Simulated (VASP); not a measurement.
# Nb16H (a cell with a defect) in VASP: notebook

Runs on Nb16H (a cell with a defect). Level: PBE. Tasks: single point.

Program: VASP 6.6.1. These are calculated values, not measurements. Logs are shortened: lines on timing, memory, paths and dates and some standing lists are left out, and cuts for length are marked.

### 1 The cell of the first run

The cell holds a defect, 17 atoms: a = 6.600 Å, b = 6.600 Å, c = 6.600 Å, α = 90.00°, β = 90.00°, γ = 90.00°.

### 2 Single point, PBE

Contents of INCAR:

```
PREC     = Accurate       # precision mode
ENCUT    = 520            # plane-wave cutoff, eV
EDIFF    = 1E-6           # SCF threshold, eV
ISMEAR   = -1             # smearing method
SIGMA    = 0.05           # smearing width, eV
LREAL    = Auto         
LASPH    = T              # aspherical terms in the spheres
NELM     = 60             # most SCF steps
ALGO     = Normal         # electronic algorithm
ISIF     = 2              # what is computed and relaxed
LWAVE    = F              # write WAVECAR
LCHARG   = F              # write CHGCAR
GGA      = PE             # functional
NBANDS   = 118            # bands
```

Contents of KPOINTS:

```
Automatic mesh
0
Gamma
  3 3 3
```

Contents of POSCAR:

```
Nb16H
1.0
    6.6000000000      0.0000000000      0.0000000000
    0.0000000000      6.6000000000      0.0000000000
    0.0000000000      0.0000000000      6.6000000000
Nb H
16 1
Direct
   -0.0087665152      0.0003309091     -0.0076028788
    0.4976524242      0.0003418182     -0.0000442424
   -0.0003051515      0.5003303030     -0.0003457576
   -0.0005356061      0.0003227273      0.4990374242
    0.2528837879      0.2620922727      0.2560300000
    0.5005340909      0.5003431818      0.0018959091
    0.5013065152      0.0003374242      0.5013759091
    0.7505504545      0.2502407576      0.2482833333
    0.0018451515      0.5003218182      0.5009783333
    0.2528834848      0.7385713636      0.2560351515
    0.2491381818      0.2506875758      0.7506722727
    0.5035796970      0.5003360606      0.5034101515
    0.7505501515      0.7504237879      0.2482896970
    0.7483430303      0.2488954545      0.7477860606
    0.2491392424      0.7499801515      0.7506753030
    0.7483418182      0.7517725758      0.7477896970
    0.2121577273      0.0003213636      0.1698745455
```

Potentials or basis: VASP PAW PBE potentials, release 64 (Nb_sv, H).

Launch:

```bash
cat potpaw_PBE.64/Nb_sv/POTCAR potpaw_PBE.64/H/POTCAR > POTCAR
mpirun -np 1 vasp_std > vasp.out
```

OUTCAR:

```text
PREC = Accurate
   ENCUT = 520
   EDIFF = 1E-6
   ISMEAR = -1
   LREAL = Auto
   LASPH = T
   NELM = 60
   ISIF = 2
   GGA = PE

 ion  position               nearest neighbor table
   1  0.991  0.000  0.992-  17 1.87  16 2.80  14 2.80   8 2.85  13 2.85  15 2.86  11 2.86   5 3.00
                            10 3.00
   2  0.498  0.000  1.000-  11 2.85  15 2.85   8 2.86  13 2.86  14 2.86  16 2.86   5 2.91  10 2.91

   3  1.000  0.500  1.000-   8 2.85  13 2.85  11 2.85  15 2.85   5 2.85  10 2.85  14 2.88  16 2.88

   4  0.999  0.000  0.499-  16 2.85  14 2.85  13 2.86   8 2.86  15 2.86  11 2.86  10 2.89   5 2.89

   5  0.253  0.262  0.256-  17 1.84   9 2.80  12 2.81   6 2.82   3 2.85   7 2.88   4 2.89   2 2.91
                             1 3.00
   6  0.501  0.500  0.002-  10 2.82   5 2.82  13 2.84   8 2.84  15 2.87  11 2.87  16 2.87  14 2.87

   7  0.501  0.000  0.501-  14 2.83  16 2.83  11 2.86  15 2.86   8 2.87  13 2.87   5 2.88  10 2.88

   8  0.751  0.250  0.248-   6 2.84   1 2.85   3 2.85   4 2.86   2 2.86   7 2.87  12 2.87   9 2.87

   9  0.002  0.500  0.501-   5 2.80  10 2.80  11 2.85  15 2.85  14 2.86  16 2.86   8 2.87  13 2.87

  10  0.253  0.739  0.256-  17 1.84   9 2.80  12 2.81   6 2.82   3 2.85   7 2.88   4 2.89   2 2.91
                             1 3.00
  11  0.249  0.251  0.751-   9 2.85   3 2.85   2 2.85   1 2.86  12 2.86   4 2.86   7 2.86   6 2.87

  12  0.504  0.500  0.503-  10 2.81   5 2.81  16 2.82  14 2.82  15 2.86  11 2.86  13 2.87   8 2.87

  13  0.751  0.750  0.248-   6 2.84   1 2.85   3 2.85   4 2.86   2 2.86  12 2.87   7 2.87   9 2.87

  14  0.748  0.249  0.748-   1 2.80  12 2.82   7 2.83   4 2.85   2 2.86   9 2.86   6 2.87   3 2.88

  15  0.249  0.750  0.751-   9 2.85   3 2.85   2 2.85   1 2.86  12 2.86   4 2.86   7 2.86   6 2.87

  16  0.748  0.752  0.748-   1 2.80  12 2.82   7 2.83   4 2.85   2 2.86   9 2.86   6 2.87   3 2.88

  17  0.212  0.000  0.170-  10 1.84   5 1.84   1 1.87

  LATTYP: Found a simple cubic cell.
 ALAT       =     6.6000000000

  Lattice vectors:

 A1 = (   6.6000000000,   0.0000000000,   0.0000000000)
 A2 = (   0.0000000000,   6.6000000000,   0.0000000000)
 A3 = (   0.0000000000,   0.0000000000,   6.6000000000)

Analysis of symmetry for initial positions (statically):
=====================================================================
 Subroutine PRICEL returns:
 Original cell was already a primitive cell.

 Routine SETGRP: Setting up the symmetry group for a
 simple cubic supercell.

 Subroutine GETGRP returns: Found  1 space group operations
 (whereof  1 operations were pure point group operations)
 out of a pool of 48 trial point group operations.

The static configuration has the point symmetry C_1 .

Analysis of symmetry for dynamics (positions and initial velocities):
=====================================================================
 Subroutine PRICEL returns:
 Original cell was already a primitive cell.

 Routine SETGRP: Setting up the symmetry group for a
 simple cubic supercell.

 Subroutine GETGRP returns: Found  1 space group operations
 (whereof  1 operations were pure point group operations)
 out of a pool of 48 trial point group operations.

The dynamic configuration has the point symmetry C_1 .

 Subroutine INISYM returns: Found  1 space group operations
 (whereof  1 operations are pure point group operations),
 and found     1 'primitive' translations

----------------------------------------------------------------------------------------

                                     Primitive cell

  volume of cell :     287.4960

  direct lattice vectors                    reciprocal lattice vectors
     6.600000000  0.000000000  0.000000000     0.151515152  0.000000000  0.000000000
     0.000000000  6.600000000  0.000000000     0.000000000  0.151515152  0.000000000
     0.000000000  0.000000000  6.600000000     0.000000000  0.000000000  0.151515152

  length of vectors
     6.600000000  6.600000000  6.600000000     0.151515152  0.151515152  0.151515152

  position of ions in fractional coordinates (direct lattice)
     0.991233485  0.000330909  0.992397121
     0.497652424  0.000341818  0.999955758
     0.999694848  0.500330303  0.999654242
     0.999464394  0.000322727  0.499037424
     0.252883788  0.262092273  0.256030000
     0.500534091  0.500343182  0.001895909
[... 9 lines left out ...]
     0.748341818  0.751772576  0.747789697
     0.212157727  0.000321364  0.169874546

  ion indices of the primitive-cell ions
   primitive index   ion index
                 1           1
                 2           2
                 3           3
                 4           4
                 5           5
                 6           6
[... 9 lines left out ...]
                16          16
                17          17

----------------------------------------------------------------------------------------

 KPOINTS: Automatic mesh

Automatic generation of k-mesh.
 Grid dimensions read from file:
 generate k-points for:    3    3    3

 Generating k-lattice:

  Cartesian coordinates                     Fractional coordinates (reciprocal lattice)
     0.050505051  0.000000000  0.000000000     0.333333333  0.000000000  0.000000000
     0.000000000  0.050505051  0.000000000     0.000000000  0.333333333  0.000000000
     0.000000000  0.000000000  0.050505051     0.000000000  0.000000000  0.333333333

  Length of vectors
     0.050505051  0.050505051  0.050505051

  Shift w.r.t. Gamma in fractional coordinates (k-lattice)
     0.000000000  0.000000000  0.000000000

 Subroutine IBZKPT returns following result:
 ===========================================

 Found     14 irreducible k-points:

 Following reciprocal coordinates:
            Coordinates               Weight
  0.000000  0.000000  0.000000      1.000000
  0.333333  0.000000  0.000000      2.000000
  0.000000  0.333333  0.000000      2.000000
  0.000000  0.000000  0.333333      2.000000
  0.333333  0.333333  0.000000      2.000000
  0.000000  0.333333  0.333333      2.000000
  0.333333  0.000000  0.333333      2.000000
 -0.333333  0.333333  0.000000      2.000000
 -0.333333  0.000000  0.333333      2.000000
  0.000000 -0.333333  0.333333      2.000000
  0.333333  0.333333  0.333333      2.000000
 -0.333333  0.333333  0.333333      2.000000
 -0.333333 -0.333333  0.333333      2.000000
  0.333333 -0.333333  0.333333      2.000000
   k-points           NKPTS =     14   k-points in BZ     NKDIM =     14   number of bands    NBANDS=    118
   number of dos      NEDOS =    301   number of ions     NIONS =     17
   total plane-waves  NPLWV = 125000
   dimension x,y,z NGX =    50 NGY =   50 NGZ =   50
   dimension x,y,z NGXF=   100 NGYF=  100 NGZF=  100
   ions per type =              16   1
   NGX,Y,Z   is equivalent  to a cutoff of  12.59, 12.59, 12.59 a.u.
   NGXF,Y,Z  is equivalent  to a cutoff of  25.19, 25.19, 25.19 a.u.
 SYSTEM =  unknown system
   PREC   = accura    normal or accurate (medium, high low for compatibility)
   ISTART =      0    job   : 0-new  1-cont  2-samecut
   ICHARG =      2    charge: 1-file 2-atom 10-const
   ISPIN  =      1    spin polarized calculation?
   LNONCOLLINEAR =      F non collinear calculations
   LSORBIT =      F    spin-orbit coupling
   LASPH  =      T    aspherical Exc in radial PAW
   ENCUT  =  520.0 eV  38.22 Ry    6.18 a.u.  12.27 12.27 12.27*2*pi/ulx,y,z
   NELM   =     60;   NELMIN=  2; NELMDL= -5     # of ELM steps
   EDIFF  = 0.1E-05   stopping-criterion for ELM
   LREAL  =      T    real-space projection
   EDIFFG = 0.1E-04   stopping-criterion for IOM
   NSW    =      0    number of steps for IOM
   IBRION =     -1    ionic relax: 0-MD 1-quasi-New 2-CG
   NFREE  =      0    steps in history (QN), initial steepest desc. (CG)
   ISIF   =      2    stress and relaxation
   ISYM   =      2    0-nonsym 1-usesym 2-fastsym
   POTIM  = 0.5000    time-step for ionic-motion
   TEBEG  =    0.0;   TEEND  =   0.0 temperature during run
   PSTRESS=    0.0 pullay stress
   NELECT =     209.0000    total number of electrons
   NUPDOWN=      -1.0000    fix difference up-down
   EMIN   =  10.00;   EMAX   =-10.00  energy-range for DOS
   EFERMI =   0.00;   METHOD = LEGACY
   ISMEAR =    -1;   SIGMA  =   0.05  broadening in eV -4-tet -1-fermi 0-gaus
   EFERMI_NEDOS =   21; number of points for ismear=-14 and -15
   IALGO  =     38    algorithm
   IMIX   =      4    mixing-type and parameters
     AMIX     =   0.40;   BMIX     =  1.00
     AMIX_MAG =   1.60;   BMIX_MAG =  1.00
  volume/ion in A,a.u.               =      16.91       114.12
  Fermi-wavevector in a.u.,A,eV,Ry     =   1.472018  2.781710 29.481589  2.166836
  Thomas-Fermi vector in A             =   2.587083
   LORBIT       =      0    0 simple, 1 ext, 2 COOP (PROOUT), +10 PAW based schemes
   GGA     = PE    functional components
   LHFCALC =     F    Hartree Fock is set to
   AEXX    =    0.0000 exact exchange contribution
   IVDW    =     0    specifies the selected vdW correction
   LEPSILON=     F    determine dielectric tensor
   LRPA    =     F    only Hartree local field effects (RPA)
 non-spin polarized calculation
  energy-cutoff  :      520.00
  volume of cell :      287.50
 maximum number of plane-waves:      7809
 NGX is ok and might be reduce to    50
   NGX = 25   NGY = 25   NGZ = 25

 number of electron     209.0000019 magnetization

 Free energy of the ion-electron system (eV)
  ---------------------------------------------------
  ext. energy  EPLUGINS =         0.00000000
  ---------------------------------------------------
  free energy    TOTEN  =      -167.37562998 eV

  energy without entropy =     -167.27039857  energy(sigma->0) =     -167.32301428

 E-fermi :  11.2590     XC(G=0): -12.5425

 val. band max:       11.2343917128   @ k =   0.3333   0.0000   0.3333
 cond. band min:      11.2672890765   @ k =   0.0000  -0.3333   0.3333
 fundamental gap:      0.0328973637
 Fermi energy:        11.2589687456

 k-point     1 :       0.0000    0.0000    0.0000
  band No.  band energies     occupation
      1     -43.0814      2.00000
      2     -42.9076      2.00000
      3     -42.8903      2.00000
      4     -42.8707      2.00000
      5     -42.8503      2.00000
      6     -42.8496      2.00000
[... 108 lines left out ...]
    115      13.5291      0.00000
    116      13.5448      0.00000
[... 1545 lines left out ...]
    115      13.6598      0.00000
    116      13.6974      0.00000
 [bands above 116 left out]

------------------------ aborting loop because EDIFF is reached ----------------------------------------

  FORCE on cell =-STRESS in cart. coord.  units (eV):
  Direction    XX          YY          ZZ          XY          YZ          ZX
  --------------------------------------------------------------------------------------
  -------------------------------------------------------------------------------------
  Total        3.0473526      6.1552936      3.3008745     -0.0008087     -0.0003916      1.0163516
  in kB       16.9824945     34.3026403     18.3953384     -0.0045065     -0.0021822      5.6639934
  external PRESSURE =      23.2268244 kB  Pullay stress =       0.0000000 kB

 VOLUME and BASIS-vectors are now :
 -----------------------------------------------------------------------------
  energy-cutoff  :      520.00
  volume of cell :      287.50
      direct lattice vectors                 reciprocal lattice vectors
     6.600000000  0.000000000  0.000000000     0.151515152  0.000000000  0.000000000
     0.000000000  6.600000000  0.000000000     0.000000000  0.151515152  0.000000000
     0.000000000  0.000000000  6.600000000     0.000000000  0.000000000  0.151515152

 POSITION                                       TOTAL-FORCE (eV/Angst)
 -----------------------------------------------------------------------------------
      6.54214      0.00218      6.54982        -0.021610      0.000287      0.021374
      3.28451      0.00226      6.59971        -0.032635     -0.000241      0.008772
      6.59799      3.30218      6.59772        -0.008692     -0.000151      0.022946
      6.59646      0.00213      3.29365        -0.031152      0.000297      0.024500
      1.66903      1.72981      1.68980        -0.041874     -0.010463      0.033440
      3.30352      3.30226      0.01251        -0.010214     -0.000392      0.021578
[... 9 lines left out ...]
      4.93906      4.96170      4.93541        -0.012441     -0.003870      0.009430
      1.40024      0.00212      1.12117         0.306230      0.000857     -0.292537
 -----------------------------------------------------------------------------------
    total drift:                                0.002362     -0.001930      0.003647

  FREE ENERGIE OF THE ION-ELECTRON SYSTEM (eV)
  ---------------------------------------------------
  free  energy   TOTEN  =      -167.3756299847 eV

  energy  without entropy=     -167.2703985654  energy(sigma->0) =     -167.32301428
```

It took 23 min on 1 thread of Intel Xeon 8259CL, shared host; peak memory 0.53 GiB.

What came out:

| Property | Result |
| --- | --- |
| Free energy | -167.3756 eV |
| Pressure | 2.3 GPa |
| Largest force | 0.424 eV/Å |
| Band gap on the k mesh | zero (an odd number of electrons rules out a gap without spin polarisation) |

Forces on the atoms (eV/Å):
```
Nb  -0.022  0.000  0.021
Nb  -0.033  0.000  0.009
Nb  -0.009  0.000  0.023
Nb  -0.031  0.000  0.025
Nb  -0.042 -0.010  0.033
Nb  -0.010  0.000  0.022
Nb  -0.017  0.000  0.012
Nb  -0.016 -0.004  0.009
Nb  -0.009  0.000  0.030
Nb  -0.042  0.010  0.033
Nb  -0.011  0.002  0.014
Nb  -0.013  0.000  0.021
Nb  -0.016  0.004  0.009
Nb  -0.012  0.004  0.010
Nb  -0.011 -0.002  0.014
Nb  -0.012 -0.004  0.009
H    0.306  0.001 -0.293
```

Stress tensor (GPa, compression positive):
```
1.70 0.00 0.57
0.00 3.43 0.00
0.57 0.00 1.84
```

### 3 Single point, PBE

Contents of INCAR:

```
SYSTEM = Nb16H
ALGO     = Normal         ! electronic algorithm
EDIFF    = 1E-6           ! SCF threshold, eV
ENCUT    = 520            ! plane-wave cutoff, eV
GGA      = PE             ! functional
ISIF     = 2              ! what is computed and relaxed
ISMEAR   = -1             ! smearing method
LASPH    = .TRUE.         ! aspherical terms in the spheres
LCHARG   = .FALSE.        ! write CHGCAR
LREAL    = Auto         
LWAVE    = .FALSE.        ! write WAVECAR
NBANDS   = 118            ! bands
NELM     = 60             ! most SCF steps
PREC     = Accurate       ! precision mode
SIGMA    = 0.05           ! smearing width, eV
```

Contents of KPOINTS:

```
k-points
0
G
  3 3 3
  0 0 0
```

Contents of POSCAR:

```
Nb16H
1.0
    6.6000000000      0.0000000000      0.0000000000
    0.0000000000      6.6000000000      0.0000000000
    0.0000000000      0.0000000000      6.6000000000
Nb H
16 1
Direct
   -0.0079965152      0.0005818182     -0.0084312121
    0.4987074242      0.0005966667     -0.0001821212
   -0.0007015152      0.5005824242      0.0000992424
   -0.0004319697      0.0005754545      0.4980131818
    0.2557300000      0.2623472727      0.2532525758
    0.5006409091      0.5005966667      0.0022481818
    0.5010183333      0.0005937879      0.5016474242
    0.7503462121      0.2509516667      0.2495031818
    0.0015634848      0.5005766667      0.5009098485
    0.2557300000      0.7388278788      0.2532571212
    0.2478909091      0.2504907576      0.7509359091
    0.5030542424      0.5005912121      0.5039892424
    0.7503431818      0.7502192424      0.2495095455
    0.7473998485      0.2491283333      0.7487101515
    0.2478922727      0.7506837879      0.7509387879
    0.7473980303      0.7520427273      0.7487146970
    0.1695968182      0.0005787879      0.2125680303
```

Potentials or basis: VASP PAW PBE potentials, release 64 (Nb_sv, H).

Launch:

```bash
cat potpaw_PBE.64/Nb_sv/POTCAR potpaw_PBE.64/H/POTCAR > POTCAR
mpirun -np 1 vasp_std > vasp.out
```

Wall time 42 min (1 thread of Intel Xeon 8259CL, shared host); peak memory 0.53 GiB.

It converged, with:

| Quantity | Value |
| --- | --- |
| Free energy | -167.3756 eV |
| Pressure | 2.3 GPa |
| Largest force | 0.423 eV/Å |
| Band gap on the k mesh | zero (an odd number of electrons rules out a gap without spin polarisation) |

Forces on the atoms (eV/Å):
```
Nb   0.027  0.000 -0.017
Nb   0.022  0.000 -0.031
Nb   0.024  0.000 -0.011
Nb   0.012  0.000 -0.033
Nb   0.032 -0.010 -0.041
Nb   0.029  0.000 -0.011
Nb   0.012  0.000 -0.015
Nb   0.013  0.000 -0.011
Nb   0.020  0.000 -0.009
Nb   0.031  0.010 -0.042
Nb   0.010 -0.003 -0.017
Nb   0.021  0.001 -0.014
Nb   0.013 -0.001 -0.010
Nb   0.011  0.006 -0.012
Nb   0.010  0.004 -0.017
Nb   0.010 -0.005 -0.012
H   -0.296  0.001  0.303
```

Stress tensor (GPa, compression positive):
```
1.84 0.00 0.56
0.00 3.43 0.00
0.56 0.00 1.69
```

Levels at points of the mesh, in eV from the Fermi level:
```csv
k point,band 100,band 101,band 102,band 103,band 104,band 105,band 106,band 107
"(0.00, 0.00, 0.00)",0.37,0.66,0.85,0.88,0.89,0.92,0.94,0.95
```

The gap in the log of VASP goes by the Fermi energy; the results here count the filled bands.